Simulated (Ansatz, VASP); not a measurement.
**Two plane-wave programs on Zn2CdS3**

```xyz
6
Lattice="3.9508 0.0000 0.0000 -1.9754 3.4215 0.0000 0.0000 0.0000 9.7749" Properties=species:S:1:pos:R:3 pbc="T T T"
Zn    0.0000    2.2810    9.6923
Zn    1.9754    1.1405    6.6021
Cd    0.0000    0.0000    3.2146
S     0.0000    2.2810    7.3385
S     1.9754    1.1405    4.2568
S     0.0000    0.0000    0.6642
```

Alike in both runs: functional PBE; k mesh 12 × 12 × 4; occupations gaussian, width 0.02 eV; no spin polarisation.

Ansatz relaxed the structure, and its values are those at the end. VASP's run is a single point on that final structure, the one shown.

|  | VASP | Ansatz |
| --- | --- | --- |
| version | VASP 6.6.1 | Ansatz 0.2.0 |
| potentials or method | VASP PAW PBE potentials, release 64 (Zn, Cd, S), cutoff 520 eV | scalar-relativistic, plane waves, PAW |
| valence electrons in the cell | 54 | 62 |

|  | VASP | Ansatz | Ansatz less VASP |
| --- | --- | --- | --- |
| gap on the k mesh at the Fermi level (eV) | 1.41 | 1.41 | 0.000 |
| least direct gap on the mesh (eV) | 1.41 | 1.41 | 0.000 |
| pressure (GPa) | 0.2 | 0.0 | -0.23 |
| rms of the force components (eV/Å) | 0.010 | 0.002 | -0.0072 |

VASP's potentials hold 54 valence electrons a cell and Ansatz's 62, so a difference there can come from the potentials and not from the codes.
